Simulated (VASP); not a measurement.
# Cu8O in VASP: relaxation of the atoms with PBEsol

Aim: the relaxation of the atoms of Cu8O with PBEsol.

All numbers are computed with VASP 6.6.1; they aren't measurements. Logs are shortened: lines on timing, memory, paths and dates and some standing lists are left out, and cuts for length are marked.

## Step 1: The cell of the first run

The cell holds a slab with vacuum, 9 atoms: a = 2.520 Å, b = 2.520 Å, c = 33.412 Å, α = 90.00°, β = 90.00°, γ = 120.00°.

## Step 2: Relaxation of the atoms, PBEsol

The input, INCAR:

```
PREC = Accurate
ENCUT = 520
EDIFF = 1E-6
ISMEAR = 0
SIGMA = 0.1
LREAL = False
LASPH = True
NELM = 80
ALGO = Normal
ISIF = 2
LWAVE = False
LCHARG = False
LDIPOL = True
IDIPOL = 3
DIPOL = 0.5 0.5 0.500
GGA = PS
IBRION = 2
NSW = 90
EDIFFG = -0.03
KPAR = 4
```

The input, KPOINTS:

```
regular mesh
0
Gamma
  12 12 1
```

The input, POSCAR:

```
Cu8O
1.0
    2.5197984290      0.0000000000      0.0000000000
   -1.2598992145      2.1822094519      0.0000000000
    0.0000000000      0.0000000000     33.4116958574
Cu O
8 1
Selective dynamics
Direct
    0.3333333333      0.6666666667      0.2544019326  F F F
    0.0000000000      0.0000000000      0.3160214835  F F F
    0.6666666667      0.3333333333      0.3776410345  F F F
    0.0000000000      0.0000000000      0.4392605854  F F F
    0.3333333333      0.6666666667      0.5007879385  T T T
    0.0000000000      0.0000000000      0.5621474147  T T T
    0.6666666667      0.3333333333      0.6232999089  T T T
    0.0000000000      0.0000000000      0.6844853628  T T T
    0.0000000000      0.0000000000      0.7437460483  T T T
```

Potentials or basis: VASP PAW PBE potentials, release 64 (Cu, O).

The run is started by

```console
cat potpaw_PBE.64/Cu/POTCAR potpaw_PBE.64/O/POTCAR > POTCAR
mpirun -np 4 vasp_std > vasp.out
```

OUTCAR:

```text
PREC = Accurate
   ENCUT = 520
   EDIFF = 1E-6
   ISMEAR = 0
   LREAL = False
   LASPH = True
   NELM = 80
   ISIF = 2
   GGA = PS
   IBRION = 2
   NSW = 90
   EDIFFG = -0.03

 ion  position               nearest neighbor table
   1  0.333  0.667  0.254-   2 2.52   2 2.52   2 2.52
   2  0.000  0.000  0.316-   1 2.52   1 2.52   1 2.52   3 2.52   3 2.52   3 2.52
   3  0.667  0.333  0.378-   4 2.52   4 2.52   4 2.52   2 2.52   2 2.52   2 2.52
   4  0.000  0.000  0.439-   5 2.52   5 2.52   5 2.52   3 2.52   3 2.52   3 2.52
   5  0.333  0.667  0.501-   6 2.51   6 2.51   6 2.51   4 2.52   4 2.52   4 2.52
   6  0.000  0.000  0.562-   7 2.51   7 2.51   7 2.51   5 2.51   5 2.51   5 2.51
   7  0.667  0.333  0.623-   6 2.51   6 2.51   6 2.51   8 2.51   8 2.51   8 2.51
   8  0.000  0.000  0.684-   9 1.98   7 2.51   7 2.51   7 2.51
   9  0.000  0.000  0.744-   8 1.98

  LATTYP: Found a hexagonal cell.
 ALAT       =     2.5197984290
 C/A-ratio  =    13.2596700882

  Lattice vectors:

 A1 = (   2.5197984290,   0.0000000000,   0.0000000000)
 A2 = (  -1.2598992145,   2.1822094519,   0.0000000000)
 A3 = (   0.0000000000,   0.0000000000,  33.4116958574)

Analysis of symmetry for initial positions (statically):
=====================================================================
 Subroutine PRICEL returns:
 Original cell was already a primitive cell.

 Routine SETGRP: Setting up the symmetry group for a
 hexagonal supercell.

 Subroutine GETGRP returns: Found  6 space group operations
 (whereof  6 operations were pure point group operations)
 out of a pool of 24 trial point group operations.

The static configuration has the point symmetry C_3v.

Analysis of symmetry for dynamics (positions and initial velocities):
=====================================================================
 Subroutine PRICEL returns:
 Original cell was already a primitive cell.

 Routine SETGRP: Setting up the symmetry group for a
 hexagonal supercell.

 Subroutine GETGRP returns: Found  6 space group operations
 (whereof  6 operations were pure point group operations)
 out of a pool of 24 trial point group operations.

The dynamic configuration has the point symmetry C_3v.

Analysis of constrained symmetry for selective dynamics:
=====================================================================
 Subroutine PRICEL returns:
 Original cell was already a primitive cell.

 Routine SETGRP: Setting up the symmetry group for a
 hexagonal supercell.

 Subroutine GETGRP returns: Found  6 space group operations
 (whereof  6 operations were pure point group operations)
 out of a pool of 24 trial point group operations.

The constrained configuration has the point symmetry C_3v.

 Subroutine INISYM returns: Found  6 space group operations
 (whereof  6 operations are pure point group operations),
 and found     1 'primitive' translations

----------------------------------------------------------------------------------------

                                     Primitive cell

  volume of cell :     183.7218

  direct lattice vectors                    reciprocal lattice vectors
     2.519798429  0.000000000  0.000000000     0.396857141  0.229125577  0.000000000
    -1.259899215  2.182209452  0.000000000     0.000000000  0.458251154  0.000000000
     0.000000000  0.000000000 33.411695857     0.000000000  0.000000000  0.029929639

  length of vectors
     2.519798429  2.519798429 33.411695857     0.458251154  0.458251154  0.029929639

  position of ions in fractional coordinates (direct lattice)
     0.333333333  0.666666667  0.254401933
     0.000000000  0.000000000  0.316021484
     0.666666667  0.333333333  0.377641035
     0.000000000  0.000000000  0.439260585
     0.333333333  0.666666667  0.500787938
     0.000000000  0.000000000  0.562147415
     0.666666667  0.333333333  0.623299909
     0.000000000  0.000000000  0.684485363
     0.000000000  0.000000000  0.743746048

  ion indices of the primitive-cell ions
   primitive index   ion index
[... 33 lines left out ...]

 Found     19 irreducible k-points:

 Following reciprocal coordinates:
            Coordinates               Weight
  0.000000  0.000000  0.000000      1.000000
  0.083333  0.000000  0.000000      6.000000
  0.166667  0.000000  0.000000      6.000000
  0.250000  0.000000  0.000000      6.000000
  0.333333  0.000000  0.000000      6.000000
  0.416667 -0.000000  0.000000      6.000000
[... 11 lines left out ...]
  0.333333  0.250000  0.000000     12.000000
  0.333333  0.333333  0.000000      2.000000
   k-points           NKPTS =     19   k-points in BZ     NKDIM =     19   number of bands    NBANDS=     56
   number of dos      NEDOS =    301   number of ions     NIONS =      9
   total plane-waves  NPLWV = 100000
   dimension x,y,z NGX =    20 NGY =   20 NGZ =  250
   dimension x,y,z NGXF=    40 NGYF=   40 NGZF=  500
   ions per type =               8   1
   NGX,Y,Z   is equivalent  to a cutoff of  13.20, 13.20, 12.44 a.u.
   NGXF,Y,Z  is equivalent  to a cutoff of  26.39, 26.39, 24.88 a.u.
 SYSTEM =  unknown system
   PREC   = accura    normal or accurate (medium, high low for compatibility)
   ISTART =      0    job   : 0-new  1-cont  2-samecut
   ICHARG =      2    charge: 1-file 2-atom 10-const
   ISPIN  =      1    spin polarized calculation?
   LNONCOLLINEAR =      F non collinear calculations
   LSORBIT =      F    spin-orbit coupling
   LASPH  =      T    aspherical Exc in radial PAW
   ENCUT  =  520.0 eV  38.22 Ry    6.18 a.u.   4.69  4.69 62.12*2*pi/ulx,y,z
   NELM   =     80;   NELMIN=  2; NELMDL= -5     # of ELM steps
   EDIFF  = 0.1E-05   stopping-criterion for ELM
   LREAL  =      F    real-space projection
   EDIFFG = -.3E-01   stopping-criterion for IOM
   NSW    =     90    number of steps for IOM
   IBRION =      2    ionic relax: 0-MD 1-quasi-New 2-CG
   NFREE  =      1    steps in history (QN), initial steepest desc. (CG)
   ISIF   =      2    stress and relaxation
   ISYM   =      2    0-nonsym 1-usesym 2-fastsym
   POTIM  = 0.5000    time-step for ionic-motion
   TEBEG  =    0.0;   TEEND  =   0.0 temperature during run
   PSTRESS=    0.0 pullay stress
   NELECT =      94.0000    total number of electrons
   NUPDOWN=      -1.0000    fix difference up-down
   EMIN   =  10.00;   EMAX   =-10.00  energy-range for DOS
   EFERMI =   0.00;   METHOD = LEGACY
   ISMEAR =     0;   SIGMA  =   0.10  broadening in eV -4-tet -1-fermi 0-gaus
   EFERMI_NEDOS =   21; number of points for ismear=-14 and -15
   IALGO  =     38    algorithm
   IMIX   =      4    mixing-type and parameters
     AMIX     =   0.40;   BMIX     =  1.00
     AMIX_MAG =   1.60;   BMIX_MAG =  1.00
  volume/ion in A,a.u.               =      20.41       137.76
  Fermi-wavevector in a.u.,A,eV,Ry     =   1.309374  2.474359 23.326664  1.714461
  Thomas-Fermi vector in A             =   2.439978
   LORBIT       =      0    0 simple, 1 ext, 2 COOP (PROOUT), +10 PAW based schemes
   GGA     = PS    functional components
   LHFCALC =     F    Hartree Fock is set to
   AEXX    =    0.0000 exact exchange contribution
   IVDW    =     0    specifies the selected vdW correction
   LEPSILON=     F    determine dielectric tensor
   LRPA    =     F    only Hartree local field effects (RPA)
 conjugate gradient relaxation of ions
 non-spin polarized calculation
 Gauss-broadening in eV      SIGMA  =   0.10
  energy-cutoff  :      520.00
  volume of cell :      183.72
 maximum number of plane-waves:      5021
 NGX is ok and might be reduce to    20
   NGX =  9   NGY =  9   NGZ =125

 dipolmoment           0.000000      0.000000     -0.004388 electrons x Angstroem

--------------------------------------- Ionic step        1  -------------------------------------------

 number of electron      94.0000034 magnetization

 Free energy of the ion-electron system (eV)
  ---------------------------------------------------
  ext. energy  EPLUGINS =         0.00000000
  ---------------------------------------------------
  free energy    TOTEN  =       -37.16872325 eV

  energy without entropy =      -37.14528707  energy(sigma->0) =      -37.15700516

------------------------ aborting loop because EDIFF is reached ----------------------------------------

  FORCE on cell =-STRESS in cart. coord.  units (eV):
  Direction    XX          YY          ZZ          XY          YZ          ZX
  --------------------------------------------------------------------------------------
  -------------------------------------------------------------------------------------
  Total       -1.4681888     -1.4681888     -3.1861362      0.0000000     -0.0000000      0.0000000
  in kB      -12.8035891    -12.8035891    -27.7852413      0.0000000     -0.0000000      0.0000000
  external PRESSURE =     -17.7974731 kB  Pullay stress =       0.0000000 kB
[... 110 lines left out ...]
  FREE ENERGIE OF THE ION-ELECTRON SYSTEM (eV)
  ---------------------------------------------------
  free  energy   TOTEN  =       -37.3625315769 eV

  energy  without entropy=      -37.3342320527  energy(sigma->0) =      -37.34838181

[... ionic steps 4 to 10 ...]

--------------------------------------- Ionic step       11  -------------------------------------------

 number of electron      94.0000006 magnetization

------------------------ aborting loop because EDIFF is reached ----------------------------------------
[... 81 lines left out ...]
--------------------------------------- Ionic step       13  -------------------------------------------

 number of electron      94.0000008 magnetization

 dipolmoment           0.000000      0.000000      0.122888 electrons x Angstroem

 Free energy of the ion-electron system (eV)
  ---------------------------------------------------
  ext. energy  EPLUGINS =         0.00000000
  ---------------------------------------------------
  free energy    TOTEN  =       -37.37427928 eV

  energy without entropy =      -37.34633940  energy(sigma->0) =      -37.36030934

 E-fermi :   0.6788     XC(G=0):  -7.4969

 val. band max:        0.6752397805   @ k =   0.4167   0.0833   0.0000
 cond. band min:       0.7010328337   @ k =   0.2500   0.0000   0.0000
 fundamental gap:      0.0257930532
 Fermi energy:         0.6788174954

 k-point     1 :       0.0000    0.0000    0.0000
  band No.  band energies     occupation
      1     -17.2914      2.00000
      2      -8.8190      2.00000
      3      -8.4412      2.00000
      4      -7.8201      2.00000
      5      -6.9862      2.00000
      6      -6.0520      2.00000
[... 1110 lines left out ...]
     55       5.6921      0.00000
     56       6.0142      0.00000

------------------------ aborting loop because EDIFF is reached ----------------------------------------

 vacuum level on the upper side and lower side of the slab       (xc-potential included)         1.972        -2.007

  FORCE on cell =-STRESS in cart. coord.  units (eV):
  Direction    XX          YY          ZZ          XY          YZ          ZX
  --------------------------------------------------------------------------------------
  -------------------------------------------------------------------------------------
  Total       -0.8725627     -0.8725627     -0.3576724      0.0000000      0.0000000      0.0000000
  in kB       -7.6093310     -7.6093310     -3.1191428      0.0000000      0.0000000      0.0000000
  external PRESSURE =      -6.1126016 kB  Pullay stress =       0.0000000 kB
[... 24 lines left out ...]
  FREE ENERGIE OF THE ION-ELECTRON SYSTEM (eV)
  ---------------------------------------------------
  free  energy   TOTEN  =       -37.3742792831 eV

  energy  without entropy=      -37.3463394005  energy(sigma->0) =      -37.36030934

 reached required accuracy - stopping structural energy minimisation

 vacuum level on the upper side and lower side of the slab         9.679         5.635
```

It took 17 min on 4 MPI ranks of Intel Xeon Platinum 8259CL at 2.50GHz (Skylake/Cascade Lake), shared host; peak memory 0.4 GiB.

What came out:

* Free energy: -37.3743 eV
* Energy gained by relaxing: 22.8 meV/atom
* Ionic steps: 13
* Band gap on the k mesh: zero (bands 47 and 48 overlap by 5.25 eV)

The path:
```csv
step,energy change (eV),largest force on free atoms (eV/Å),pressure (GPa)
1,0.0000,1.6611,-1.78
2,-0.1856,0.5767,-1.08
3,-0.1938,0.3320,-0.79
4,-0.1939,0.3301,-0.86
5,-0.1999,0.1849,-0.80
6,-0.2030,0.1538,-0.64
7,-0.2030,0.1449,-0.70
8,-0.2043,0.0767,-0.71
9,-0.2044,0.1061,-0.73
10,-0.2052,0.0658,-0.66
11,-0.2052,0.0683,-0.63
12,-0.2055,0.0331,-0.65
13,-0.2056,0.0079,-0.61
```

Final structure:
```
CELL_PARAMETERS angstrom
2.51980 0.00000 0.00000
-1.25990 2.18221 0.00000
0.00000 0.00000 33.41170
ATOMIC_POSITIONS crystal
Cu 0.33333 0.66667 0.25440
Cu 0.00000 0.00000 0.31602
Cu 0.66667 0.33333 0.37764
Cu 0.00000 0.00000 0.43926
Cu 0.33333 0.66667 0.50119
Cu 0.00000 0.00000 0.56280
Cu 0.66667 0.33333 0.62474
Cu 0.00000 0.00000 0.68658
O 0.00000 0.00000 0.73982
```

Caveat: the PAW data sets were made with another functional, which shifts forces and pressure a little. With open d or f shells a metallic result of PBEsol can be an artefact of self-interaction; +U or a hybrid may open a gap.

The gap in the log of VASP goes by the Fermi energy; the results here count the filled bands.